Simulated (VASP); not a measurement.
# BN (P6_3mc) in VASP: single point with PBEsol

Aim: the single point of BN with PBEsol.

Program: VASP 6.6.1. These are calculated values, not measurements. Logs are shortened: lines on timing, memory, paths and dates and some standing lists are left out, and cuts for length are marked.

### Step 1. The cell of the first run

Symmetry: P6_3mc, No. 186, hexagonal system. Conventional cell: a = 2.554 Å, b = 2.554 Å, c = 4.227 Å, α = 90.00°, β = 90.00°, γ = 120.00°. B (site symmetry 3m) has 4 N at 1.57 to 1.58 Å within 2.1 Å. Within 2.1 Å of N (site symmetry 3m) lie 4 B at 1.57 to 1.58 Å.

### Step 2. Single point, PBEsol

Input file INCAR:

```
ALGO = Normal
EDIFF = 1E-6
ENCUT = 520
GGA = PS
ISIF = 2
ISMEAR = 0
LASPH = T
LCHARG = F
LREAL = F
LWAVE = F
NBANDS = 16
NELM = 60
PREC = Accurate
SIGMA = 0.05
```

Input file KPOINTS:

```
k-points
0
Gamma
  12 12 6
```

Input file POSCAR:

```
BN
1.0
    2.5539396017      0.0000000000      0.0000000000
   -1.2769698009      2.2117765748      0.0000000000
    0.0000000000      0.0000000000      4.2268550000
B N
2 2
Direct
    0.6666666667      0.3333333333      0.9997240000
    0.3333333333      0.6666666667      0.4997240000
    0.6666666667      0.3333333333      0.6252760000
    0.3333333333      0.6666666667      0.1252760000
```

Potentials or basis: VASP PAW PBE potentials, release 64 (B, N).

On the command line:

```bash
$ cat potpaw_PBE.64/B/POTCAR potpaw_PBE.64/N/POTCAR > POTCAR
$ mpirun -np 1 vasp_std > vasp.out
```

OUTCAR:

```text
EDIFF = 1E-6
   ENCUT = 520
   GGA = PS
   ISIF = 2
   ISMEAR = 0
   LASPH = T
   LREAL = F
   NELM = 60
   PREC = Accurate

 ion  position               nearest neighbor table
   1  0.667  0.333  1.000-   4 1.57   4 1.57   4 1.57   3 1.58
   2  0.333  0.667  0.500-   3 1.57   3 1.57   3 1.57   4 1.58
   3  0.667  0.333  0.625-   2 1.57   2 1.57   2 1.57   1 1.58
   4  0.333  0.667  0.125-   1 1.57   1 1.57   1 1.57   2 1.58

  LATTYP: Found a hexagonal cell.
 ALAT       =     2.5539396017
 C/A-ratio  =     1.6550332659

  Lattice vectors:

 A1 = (   2.5539396017,   0.0000000000,   0.0000000000)
 A2 = (  -1.2769698009,   2.2117765748,   0.0000000000)
 A3 = (   0.0000000000,   0.0000000000,   4.2268550000)

Analysis of symmetry for initial positions (statically):
=====================================================================
 Subroutine PRICEL returns:
 Original cell was already a primitive cell.

 Routine SETGRP: Setting up the symmetry group for a
 hexagonal supercell.

 Subroutine GETGRP returns: Found 12 space group operations
 (whereof  6 operations were pure point group operations)
 out of a pool of 24 trial point group operations.

The static configuration has the point symmetry C_3v.
 The point group associated with its full space group is C_6v.

Analysis of symmetry for dynamics (positions and initial velocities):
=====================================================================
 Subroutine PRICEL returns:
 Original cell was already a primitive cell.

 Routine SETGRP: Setting up the symmetry group for a
 hexagonal supercell.

 Subroutine GETGRP returns: Found 12 space group operations
 (whereof  6 operations were pure point group operations)
 out of a pool of 24 trial point group operations.

The dynamic configuration has the point symmetry C_3v.
 The point group associated with its full space group is C_6v.

 Subroutine INISYM returns: Found 12 space group operations
 (whereof  6 operations are pure point group operations),
 and found     1 'primitive' translations

----------------------------------------------------------------------------------------

                                     Primitive cell

  volume of cell :      23.8764

  direct lattice vectors                    reciprocal lattice vectors
     2.553939602  0.000000000  0.000000000     0.391551938  0.226062617  0.000000000
    -1.276969801  2.211776575  0.000000000     0.000000000  0.452125233  0.000000000
     0.000000000  0.000000000  4.226855000     0.000000000  0.000000000  0.236582518

  length of vectors
     2.553939602  2.553939602  4.226855000     0.452125233  0.452125233  0.236582518

  position of ions in fractional coordinates (direct lattice)
     0.666666667  0.333333333  0.999724000
     0.333333333  0.666666667  0.499724000
     0.666666667  0.333333333  0.625276000
     0.333333333  0.666666667  0.125276000

  ion indices of the primitive-cell ions
   primitive index   ion index
                 1           1
                 2           2
                 3           3
                 4           4

----------------------------------------------------------------------------------------

 KPOINTS: k-points

Automatic generation of k-mesh.
 Grid dimensions read from file:
 generate k-points for:   12   12    6

 Generating k-lattice:

  Cartesian coordinates                     Fractional coordinates (reciprocal lattice)
     0.032629328  0.018838551  0.000000000     0.083333333  0.000000000  0.000000000
     0.000000000  0.037677103  0.000000000     0.000000000  0.083333333  0.000000000
     0.000000000  0.000000000  0.039430420     0.000000000  0.000000000  0.166666667

  Length of vectors
     0.037677103  0.037677103  0.039430420

  Shift w.r.t. Gamma in fractional coordinates (k-lattice)
     0.000000000  0.000000000  0.000000000

 Subroutine IBZKPT returns following result:
 ===========================================

 Found     76 irreducible k-points:

 Following reciprocal coordinates:
            Coordinates               Weight
  0.000000  0.000000  0.000000      1.000000
  0.083333  0.000000  0.000000      6.000000
  0.166667  0.000000  0.000000      6.000000
  0.250000  0.000000  0.000000      6.000000
  0.333333  0.000000  0.000000      6.000000
  0.416667  0.000000  0.000000      6.000000
[... 16 lines left out ...]
  0.250000  0.000000  0.166667     12.000000
  0.333333  0.000000  0.166667     12.000000
 [... further k-points ...]
   k-points           NKPTS =     76   k-points in BZ     NKDIM =     76   number of bands    NBANDS=     16
   number of dos      NEDOS =    301   number of ions     NIONS =      4
   total plane-waves  NPLWV =  12800
   dimension x,y,z NGX =    20 NGY =   20 NGZ =   32
   dimension x,y,z NGXF=    40 NGYF=   40 NGZF=   64
   ions per type =               2   2
   NGX,Y,Z   is equivalent  to a cutoff of  13.02, 13.02, 12.59 a.u.
   NGXF,Y,Z  is equivalent  to a cutoff of  26.04, 26.04, 25.17 a.u.
 SYSTEM =  unknown system
   PREC   = accura    normal or accurate (medium, high low for compatibility)
   ISTART =      0    job   : 0-new  1-cont  2-samecut
   ICHARG =      2    charge: 1-file 2-atom 10-const
   ISPIN  =      1    spin polarized calculation?
   LNONCOLLINEAR =      F non collinear calculations
   LSORBIT =      F    spin-orbit coupling
   LASPH  =      T    aspherical Exc in radial PAW
   ENCUT  =  520.0 eV  38.22 Ry    6.18 a.u.   4.75  4.75  7.86*2*pi/ulx,y,z
   NELM   =     60;   NELMIN=  2; NELMDL= -5     # of ELM steps
   EDIFF  = 0.1E-05   stopping-criterion for ELM
   LREAL  =      F    real-space projection
   EDIFFG = 0.1E-04   stopping-criterion for IOM
   NSW    =      0    number of steps for IOM
   IBRION =     -1    ionic relax: 0-MD 1-quasi-New 2-CG
   NFREE  =      0    steps in history (QN), initial steepest desc. (CG)
   ISIF   =      2    stress and relaxation
   ISYM   =      2    0-nonsym 1-usesym 2-fastsym
   POTIM  = 0.5000    time-step for ionic-motion
   TEBEG  =    0.0;   TEEND  =   0.0 temperature during run
   PSTRESS=    0.0 pullay stress
   NELECT =      16.0000    total number of electrons
   NUPDOWN=      -1.0000    fix difference up-down
   EMIN   =  10.00;   EMAX   =-10.00  energy-range for DOS
   EFERMI =   0.00;   METHOD = LEGACY
   ISMEAR =     0;   SIGMA  =   0.05  broadening in eV -4-tet -1-fermi 0-gaus
   EFERMI_NEDOS =   21; number of points for ismear=-14 and -15
   IALGO  =     38    algorithm
   IMIX   =      4    mixing-type and parameters
     AMIX     =   0.40;   BMIX     =  1.00
     AMIX_MAG =   1.60;   BMIX_MAG =  1.00
  volume/ion in A,a.u.               =       5.97        40.28
  Fermi-wavevector in a.u.,A,eV,Ry     =   1.432600  2.707222 27.923836  2.052344
  Thomas-Fermi vector in A             =   2.552210
   LORBIT       =      0    0 simple, 1 ext, 2 COOP (PROOUT), +10 PAW based schemes
   GGA     = PS    functional components
   LHFCALC =     F    Hartree Fock is set to
   AEXX    =    0.0000 exact exchange contribution
   IVDW    =     0    specifies the selected vdW correction
   LEPSILON=     F    determine dielectric tensor
   LRPA    =     F    only Hartree local field effects (RPA)
 non-spin polarized calculation
 Gauss-broadening in eV      SIGMA  =   0.05
  energy-cutoff  :      520.00
  volume of cell :       23.88
 maximum number of plane-waves:       660
 NGX is ok and might be reduce to    20
   NGX =  9   NGY =  9   NGZ = 15

 number of electron      16.0000000 magnetization

 Free energy of the ion-electron system (eV)
  ---------------------------------------------------
  ext. energy  EPLUGINS =         0.00000000
  ---------------------------------------------------
  free energy    TOTEN  =       -36.62078735 eV

  energy without entropy =      -36.62078735  energy(sigma->0) =      -36.62078735

 E-fermi :   7.7165     XC(G=0): -12.9557

 val. band max:        7.3930049570   @ k =   0.0000   0.0000   0.0000
 cond. band min:      12.3617392328   @ k =   0.3333   0.3333   0.0000
 fundamental gap:      4.9687342758
 Fermi energy:         7.7164703488

 k-point     1 :       0.0000    0.0000    0.0000
  band No.  band energies     occupation
      1     -12.9189      2.00000
      2      -8.7689      2.00000
      3      -3.5247      2.00000
      4       5.2829      2.00000
      5       5.2829      2.00000
      6       7.1133      2.00000
[... 8 lines left out ...]
     15      19.1648      0.00000
     16      23.3230      0.00000

 k-point     2 :       0.0833    0.0000    0.0000
  band No.  band energies     occupation
      1     -12.7681      2.00000
      2      -8.6530      2.00000
      3      -3.3750      2.00000
      4       4.5890      2.00000
      5       4.9998      2.00000
      6       6.8170      2.00000
[... 8 lines left out ...]
     15      19.6019      0.00000
     16      23.0969      0.00000

 k-point     3 :       0.1667    0.0000    0.0000
  band No.  band energies     occupation
      1     -12.3202      2.00000
      2      -8.3210      2.00000
      3      -2.9316      2.00000
      4       2.9229      2.00000
      5       4.3364      2.00000
      6       5.4046      2.00000
[... 8 lines left out ...]
     15      20.7379      0.00000
     16      22.4420      0.00000

 k-point     4 :       0.2500    0.0000    0.0000
  band No.  band energies     occupation
      1     -11.5923      2.00000
      2      -7.8349      2.00000
      3      -2.2154      2.00000
      4       0.9516      2.00000
      5       3.5947      2.00000
      6       3.6408      2.00000
[... 8 lines left out ...]
     15      22.2048      0.00000
     16      22.5851      0.00000

 k-point     5 :       0.3333    0.0000    0.0000
  band No.  band energies     occupation
      1     -10.6253      2.00000
      2      -7.3626      2.00000
      3      -1.2938      2.00000
      4      -0.7961      2.00000
      5       1.8775      2.00000
      6       2.9711      2.00000
[... 8 lines left out ...]
     15      22.9985      0.00000
     16      23.6210      0.00000

 k-point     6 :       0.4167    0.0000    0.0000
  band No.  band energies     occupation
      1      -9.5312      2.00000
      2      -7.2659      2.00000
      3      -1.8834      2.00000
      4      -0.2872      2.00000
      5       0.4600      2.00000
      6       2.5663      2.00000
[... 8 lines left out ...]
     15      23.2905      0.00000
     16      24.6381      0.00000
[... 267 lines left out ...]
 k-point    21 :       0.0833    0.0000    0.1667
  band No.  band energies     occupation
      1     -12.6032      2.00000
      2      -9.2135      2.00000
      3      -2.5270      2.00000
      4       4.7121      2.00000
      5       5.1215      2.00000
      6       6.0419      2.00000
[... 8 lines left out ...]
     15      19.2928      0.00000
     16      22.7761      0.00000

 k-point    22 :       0.1667    0.0000    0.1667
  band No.  band energies     occupation
      1     -12.1578      2.00000
      2      -8.8525      2.00000
      3      -2.1363      2.00000
      4       3.0668      2.00000
      5       4.4672      2.00000
      6       4.9644      2.00000
[... 8 lines left out ...]
     15      20.4248      0.00000
     16      22.4490      0.00000

 k-point    23 :       0.2500    0.0000    0.1667
  band No.  band energies     occupation
      1     -11.4349      2.00000
      2      -8.3074      2.00000
      3      -1.5652      2.00000
      4       1.1683      2.00000
      5       3.2070      2.00000
      6       3.7329      2.00000
[... 8 lines left out ...]
     15      21.8721      0.00000
     16      22.6757      0.00000

 k-point    24 :       0.3333    0.0000    0.1667
  band No.  band energies     occupation
      1     -10.4777      2.00000
      2      -7.7209      2.00000
      3      -1.4145      2.00000
      4       0.0289      2.00000
      5       1.4294      2.00000
      6       3.1140      2.00000
[... 8 lines left out ...]
     15      23.2413      0.00000
     16      23.4615      0.00000

 [... further k-points ...]

------------------------ aborting loop because EDIFF is reached ----------------------------------------

  FORCE on cell =-STRESS in cart. coord.  units (eV):
  Direction    XX          YY          ZZ          XY          YZ          ZX
  --------------------------------------------------------------------------------------
  -------------------------------------------------------------------------------------
  Total       -0.7664696     -0.7664696     -0.8611230      0.0000000      0.0000000      0.0000000
  in kB      -51.4323401    -51.4323401    -57.7838617      0.0000000      0.0000000      0.0000000
  external PRESSURE =     -53.5495139 kB  Pullay stress =       0.0000000 kB

 VOLUME and BASIS-vectors are now :
 -----------------------------------------------------------------------------
  energy-cutoff  :      520.00
  volume of cell :       23.88
      direct lattice vectors                 reciprocal lattice vectors
     2.553939602  0.000000000  0.000000000     0.391551938  0.226062617  0.000000000
    -1.276969801  2.211776575  0.000000000     0.000000000  0.452125233  0.000000000
     0.000000000  0.000000000  4.226855000     0.000000000  0.000000000  0.236582518

 POSITION                                       TOTAL-FORCE (eV/Angst)
 -----------------------------------------------------------------------------------
      1.27697      0.73726      4.22569         0.000000      0.000000      0.009972
     -0.00000      1.47452      2.11226        -0.000000     -0.000000      0.009972
      1.27697      0.73726      2.64295        -0.000000      0.000000     -0.009972
     -0.00000      1.47452      0.52952         0.000000      0.000000     -0.009972
 -----------------------------------------------------------------------------------
    total drift:                                0.000000      0.000000      0.000409

  FREE ENERGIE OF THE ION-ELECTRON SYSTEM (eV)
  ---------------------------------------------------
  free  energy   TOTEN  =       -36.6207873453 eV

  energy  without entropy=      -36.6207873453  energy(sigma->0) =      -36.62078735
```

Run time: 19 s. Hardware: 1 thread of AMD EPYC 7R13 (Zen 3), shared host; peak memory 0.11 GiB.

Results:

- Free energy: -36.6208 eV
- Pressure: -5.4 GPa
- Largest force: 0.010 eV/Å
- Band gap on the k mesh: 4.97 eV, indirect (least direct gap 8.15 eV)

Forces in eV/Å, atoms in the order of the input:
```
B    0.000  0.000  0.010
B    0.000  0.000  0.010
N    0.000  0.000 -0.010
N    0.000  0.000 -0.010
```

Caveat: the PAW data sets were made with another functional, which shifts forces and pressure a little.
